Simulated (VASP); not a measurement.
# TiCo (Pm-3m) in VASP: single point with LDA

Aim: the single point of TiCo with LDA.

All numbers are computed with VASP 6.6.1; they aren't measurements. Logs are shortened: lines on timing, memory, paths and dates and some standing lists are left out, and cuts for length are marked.

**1. The cell of the first run**

Symmetry: Pm-3m, No. 221, cubic system. The conventional cell has a = 2.863 Å, b = 2.863 Å, c = 2.863 Å, α = 90.00°, β = 90.00°, γ = 90.00°. Ti (site symmetry m-3m) has 8 Co at 2.48 Å and 6 Ti at 2.86 Å within 3.3 Å. Co (site symmetry m-3m) has 8 Ti at 2.48 Å and 6 Co at 2.86 Å within 3.3 Å.

**2. Single point, LDA, collinear spin, ferromagnetic start (11.73 Å³/atom)**

INCAR reads:

```
SYSTEM = TiCo
ALGO = Normal
EDIFF = 1E-6
ENCUT = 690
GGA = CA
GGA_COMPAT = .FALSE.
ISIF = 2
ISMEAR = 0
ISPIN = 2
LASPH = .TRUE.
LCHARG = .FALSE.
LMAXMIX = 4
LORBIT = 11
LREAL = .FALSE.
LWAVE = .FALSE.
MAGMOM = 0 0.23
NBANDS = 26
NELM = 200
PREC = Accurate
SIGMA = 0.05
```

KPOINTS reads:

```
k-points
0
G
  16 16 16
  0 0 0
```

POSCAR reads:

```
TiCo
1.0
    2.8628423767      0.0000000000      0.0000000000
    0.0000000000      2.8628423767      0.0000000000
    0.0000000000      0.0000000000      2.8628423767
Ti Co
1 1
Direct
    0.0000000000      0.0000000000      0.0000000000
    0.5000000000      0.5000000000      0.5000000000
```

Potentials or basis: VASP PAW LDA potentials, release 64 (Ti_sv, Co_sv).

Run with:

```bash
$ cat potpaw_LDA.64/Ti_sv/POTCAR potpaw_LDA.64/Co_sv/POTCAR > POTCAR
$ mpirun -np 1 vasp_std > vasp.out
```

OUTCAR:

```text
SYSTEM = TiCo
   EDIFF = 1E-6
   ENCUT = 690
   GGA = CA
   ISIF = 2
   ISMEAR = 0
   ISPIN = 2
   LASPH = .TRUE.
   LORBIT = 11
   LREAL = .FALSE.
   NELM = 200
   PREC = Accurate

 ion  position               nearest neighbor table
   1  0.000  0.000  0.000-   2 2.48   2 2.48   2 2.48   2 2.48   2 2.48   2 2.48   2 2.48   2 2.48

   2  0.500  0.500  0.500-   1 2.48   1 2.48   1 2.48   1 2.48   1 2.48   1 2.48   1 2.48   1 2.48

  LATTYP: Found a simple cubic cell.
 ALAT       =     2.8628423767

  Lattice vectors:

 A1 = (   2.8628423767,   0.0000000000,   0.0000000000)
 A2 = (   0.0000000000,   2.8628423767,   0.0000000000)
 A3 = (   0.0000000000,   0.0000000000,   2.8628423767)

Analysis of symmetry for initial positions (statically):
=====================================================================
 Subroutine PRICEL returns:
 Original cell was already a primitive cell.

 Routine SETGRP: Setting up the symmetry group for a
 simple cubic supercell.

 Subroutine GETGRP returns: Found 48 space group operations
 (whereof 48 operations were pure point group operations)
 out of a pool of 48 trial point group operations.

The static configuration has the point symmetry O_h .

Analysis of symmetry for dynamics (positions and initial velocities):
=====================================================================
 Subroutine PRICEL returns:
 Original cell was already a primitive cell.

 Routine SETGRP: Setting up the symmetry group for a
 simple cubic supercell.

 Subroutine GETGRP returns: Found 48 space group operations
 (whereof 48 operations were pure point group operations)
 out of a pool of 48 trial point group operations.

The dynamic configuration has the point symmetry O_h .

Analysis of structural, dynamic, and magnetic symmetry:
=====================================================================
 Subroutine PRICEL returns:
 Original cell was already a primitive cell.

 Routine SETGRP: Setting up the symmetry group for a
 simple cubic supercell.

 Subroutine GETGRP returns: Found 48 space group operations
 (whereof 48 operations were pure point group operations)
 out of a pool of 48 trial point group operations.

The overall configuration has the point symmetry O_h .

 Subroutine INISYM returns: Found 48 space group operations
 (whereof 48 operations are pure point group operations),
 and found     1 'primitive' translations

----------------------------------------------------------------------------------------

                                     Primitive cell

  volume of cell :      23.4635

  direct lattice vectors                    reciprocal lattice vectors
     2.862842377  0.000000000  0.000000000     0.349303199  0.000000000  0.000000000
     0.000000000  2.862842377  0.000000000     0.000000000  0.349303199  0.000000000
     0.000000000  0.000000000  2.862842377     0.000000000  0.000000000  0.349303199

  length of vectors
     2.862842377  2.862842377  2.862842377     0.349303199  0.349303199  0.349303199

  position of ions in fractional coordinates (direct lattice)
     0.000000000  0.000000000  0.000000000
     0.500000000  0.500000000  0.500000000

  ion indices of the primitive-cell ions
   primitive index   ion index
                 1           1
                 2           2

----------------------------------------------------------------------------------------

 KPOINTS: k-points

Automatic generation of k-mesh.
 Grid dimensions read from file:
 generate k-points for:   16   16   16

 Generating k-lattice:

  Cartesian coordinates                     Fractional coordinates (reciprocal lattice)
     0.021831450  0.000000000  0.000000000     0.062500000  0.000000000  0.000000000
     0.000000000  0.021831450  0.000000000     0.000000000  0.062500000  0.000000000
     0.000000000  0.000000000  0.021831450     0.000000000  0.000000000  0.062500000

  Length of vectors
     0.021831450  0.021831450  0.021831450

  Shift w.r.t. Gamma in fractional coordinates (k-lattice)
     0.000000000  0.000000000  0.000000000

 Subroutine IBZKPT returns following result:
 ===========================================

 Found    165 irreducible k-points:

 Following reciprocal coordinates:
            Coordinates               Weight
  0.000000  0.000000  0.000000      1.000000
  0.062500  0.000000  0.000000      6.000000
  0.125000  0.000000  0.000000      6.000000
  0.187500  0.000000  0.000000      6.000000
  0.250000  0.000000  0.000000      6.000000
  0.312500  0.000000  0.000000      6.000000
[... 16 lines left out ...]
  0.437500  0.125000  0.000000     24.000000
  0.500000  0.125000  0.000000     12.000000
 [... further k-points ...]
   k-points           NKPTS =    165   k-points in BZ     NKDIM =    165   number of bands    NBANDS=     26
   number of dos      NEDOS =    301   number of ions     NIONS =      2
   total plane-waves  NPLWV =  21952
   dimension x,y,z NGX =    28 NGY =   28 NGZ =   28
   dimension x,y,z NGXF=    56 NGYF=   56 NGZF=   56
   ions per type =               1   1
   NGX,Y,Z   is equivalent  to a cutoff of  16.26, 16.26, 16.26 a.u.
   NGXF,Y,Z  is equivalent  to a cutoff of  32.52, 32.52, 32.52 a.u.
 SYSTEM =  TiCo
   PREC   = accura    normal or accurate (medium, high low for compatibility)
   ISTART =      0    job   : 0-new  1-cont  2-samecut
   ICHARG =      2    charge: 1-file 2-atom 10-const
   ISPIN  =      2    spin polarized calculation?
   LNONCOLLINEAR =      F non collinear calculations
   LSORBIT =      F    spin-orbit coupling
   LASPH  =      T    aspherical Exc in radial PAW
   ENCUT  =  690.0 eV  50.71 Ry    7.12 a.u.   6.13  6.13  6.13*2*pi/ulx,y,z
   NELM   =    200;   NELMIN=  2; NELMDL= -5     # of ELM steps
   EDIFF  = 0.1E-05   stopping-criterion for ELM
   LREAL  =      F    real-space projection
   EDIFFG = 0.1E-04   stopping-criterion for IOM
   NSW    =      0    number of steps for IOM
   IBRION =     -1    ionic relax: 0-MD 1-quasi-New 2-CG
   NFREE  =      0    steps in history (QN), initial steepest desc. (CG)
   ISIF   =      2    stress and relaxation
   ISYM   =      2    0-nonsym 1-usesym 2-fastsym
   POTIM  = 0.5000    time-step for ionic-motion
   TEBEG  =    0.0;   TEEND  =   0.0 temperature during run
   PSTRESS=    0.0 pullay stress
   NELECT =      29.0000    total number of electrons
   NUPDOWN=      -1.0000    fix difference up-down
   EMIN   =  10.00;   EMAX   =-10.00  energy-range for DOS
   EFERMI =   0.00;   METHOD = LEGACY
   ISMEAR =     0;   SIGMA  =   0.05  broadening in eV -4-tet -1-fermi 0-gaus
   EFERMI_NEDOS =   21; number of points for ismear=-14 and -15
   IALGO  =     38    algorithm
   IMIX   =      4    mixing-type and parameters
     AMIX     =   0.40;   BMIX     =  1.00
     AMIX_MAG =   1.60;   BMIX_MAG =  1.00
  volume/ion in A,a.u.               =      11.73        79.17
  Fermi-wavevector in a.u.,A,eV,Ry     =   1.756885  3.320032 41.996365  3.086646
  Thomas-Fermi vector in A             =   2.826348
   LORBIT       =     11    0 simple, 1 ext, 2 COOP (PROOUT), +10 PAW based schemes
   GGA     = CA    functional components
   LHFCALC =     F    Hartree Fock is set to
   AEXX    =    0.0000 exact exchange contribution
   IVDW    =     0    specifies the selected vdW correction
   LEPSILON=     F    determine dielectric tensor
   LRPA    =     F    only Hartree local field effects (RPA)
 spin polarized calculation
 Gauss-broadening in eV      SIGMA  =   0.05
  energy-cutoff  :      690.00
  volume of cell :       23.46
 maximum number of plane-waves:       992
 NGX is ok and might be reduce to    28
   NGX = 13   NGY = 13   NGZ = 13

 number of electron      28.9999991 magnetization       0.0605410

 Free energy of the ion-electron system (eV)
  ---------------------------------------------------
  ext. energy  EPLUGINS =         0.00000000
  ---------------------------------------------------
  free energy    TOTEN  =       -17.60781496 eV

  energy without entropy =      -17.60413808  energy(sigma->0) =      -17.60597652

 E-fermi :  12.1277     XC(G=0): -13.8427

 val. band max:       12.1249628107   @ k =   0.5000   0.1250   0.1250
 cond. band min:      12.1279811079   @ k =   0.3750   0.3750   0.3125
 fundamental gap:      0.0030182972
 Fermi energy:        12.1276519477

 spin component 1

 k-point     1 :       0.0000    0.0000    0.0000
  band No.  band energies     occupation
      1     -82.0477      1.00000
      2     -45.8989      1.00000
      3     -45.8989      1.00000
      4     -45.8989      1.00000
      5     -44.1833      1.00000
      6     -20.6042      1.00000
[... 18 lines left out ...]
     25      34.0612      0.00000
     26      34.0614      0.00000
[... 644 lines left out ...]
      4     -45.8944      1.00000
      5     -44.0918      1.00000
      6     -21.0720      1.00000
[... 18 lines left out ...]
     25      30.5819      0.00000
     26      32.0072      0.00000

 [... further k-points ...]

 spin component 2

 k-point     1 :       0.0000    0.0000    0.0000
  band No.  band energies     occupation
      1     -81.9872      1.00000
      2     -45.8403      1.00000
      3     -45.8403      1.00000
      4     -45.8403      1.00000
      5     -44.1796      1.00000
      6     -20.6006      1.00000
[... 18 lines left out ...]
     25      34.0642      0.00000
     26      34.0643      0.00000
[... 644 lines left out ...]
      4     -45.8357      1.00000
      5     -44.0873      1.00000
      6     -21.0685      1.00000
[... 18 lines left out ...]
     25      30.5927      0.00000
     26      32.0100      0.00000

 [... further k-points ...]

------------------------ aborting loop because EDIFF is reached ----------------------------------------

  FORCE on cell =-STRESS in cart. coord.  units (eV):
  Direction    XX          YY          ZZ          XY          YZ          ZX
  --------------------------------------------------------------------------------------
  -------------------------------------------------------------------------------------
  Total        1.2900952      1.2900952      1.2900952      0.0000000      0.0000000      0.0000000
  in kB       88.0927244     88.0927244     88.0927244      0.0000000      0.0000000      0.0000000
  external PRESSURE =      88.0927244 kB  Pullay stress =       0.0000000 kB

 VOLUME and BASIS-vectors are now :
 -----------------------------------------------------------------------------
  energy-cutoff  :      690.00
  volume of cell :       23.46
      direct lattice vectors                 reciprocal lattice vectors
     2.862842377  0.000000000  0.000000000     0.349303199  0.000000000  0.000000000
     0.000000000  2.862842377  0.000000000     0.000000000  0.349303199  0.000000000
     0.000000000  0.000000000  2.862842377     0.000000000  0.000000000  0.349303199

 POSITION                                       TOTAL-FORCE (eV/Angst)
 -----------------------------------------------------------------------------------
      0.00000      0.00000      0.00000         0.000000      0.000000      0.000000
      1.43142      1.43142      1.43142         0.000000      0.000000      0.000000
 -----------------------------------------------------------------------------------
    total drift:                                0.000000      0.000000      0.000000

  FREE ENERGIE OF THE ION-ELECTRON SYSTEM (eV)
  ---------------------------------------------------
  free  energy   TOTEN  =       -17.6078149563 eV

  energy  without entropy=      -17.6041380849  energy(sigma->0) =      -17.60597652

 total charge

# of ion       s       p       d       tot
------------------------------------------
    1        2.280   6.224   2.005  10.509
    2        2.298   6.118   6.821  15.237
--------------------------------------------------
tot          4.578  12.342   8.826  25.746

 magnetization (x)

# of ion       s       p       d       tot
------------------------------------------
    1        0.000  -0.000   0.004   0.004
    2        0.002   0.000   0.052   0.054
--------------------------------------------------
tot          0.002   0.000   0.056   0.058
```

Run time: 4 min. Hardware: 1 thread of AMD EPYC 9R45 (Zen 5), shared host; peak memory 0.3 GiB.

What came out:

* Free energy: -17.6078 eV
* Pressure: 8.8 GPa
* Net moment: 0.06 μB per cell
* Site moments: Ti +0.00; Co +0.05 μB
* Valence electrons inside the program's atomic spheres: Ti 10.51; Co 15.24

Levels at points of the mesh, in eV from the Fermi level:
Spin up:
```csv
k point,band 10,band 11,band 12,band 13,band 14,band 15,band 16,band 17,band 18,band 19
"(0.00, 0.00, 0.00)",-4.51,-4.51,-1.73,-1.73,-1.73,0.85,0.85,3.17,3.17,3.17
"(0.50, 0.00, 0.00)",-4.02,-2.88,-1.79,-1.79,-1.22,-1.07,0.22,0.66,0.66,2.53
"(0.50, 0.50, 0.00)",-4.31,-2.87,-2.87,-0.74,-0.18,0.95,0.95,1.39,3.02,3.02
"(0.50, 0.50, 0.50)",-2.74,-2.74,-2.49,-2.49,-2.49,-0.70,-0.70,3.63,3.63,8.09
```
Spin down:
```tsv
k point	band 11	band 12	band 13	band 14	band 15	band 16	band 17	band 18
(0.00, 0.00, 0.00)	-4.48	-1.69	-1.69	-1.69	0.88	0.88	3.18	3.18
(0.50, 0.00, 0.00)	-2.82	-1.75	-1.75	-1.18	-1.06	0.28	0.67	0.67
(0.50, 0.50, 0.00)	-2.84	-2.84	-0.67	-0.13	0.95	0.95	1.41	3.04
(0.50, 0.50, 0.50)	-2.71	-2.48	-2.48	-2.48	-0.63	-0.63	3.63	3.63
```

Caveat: the cell stands under pressure.
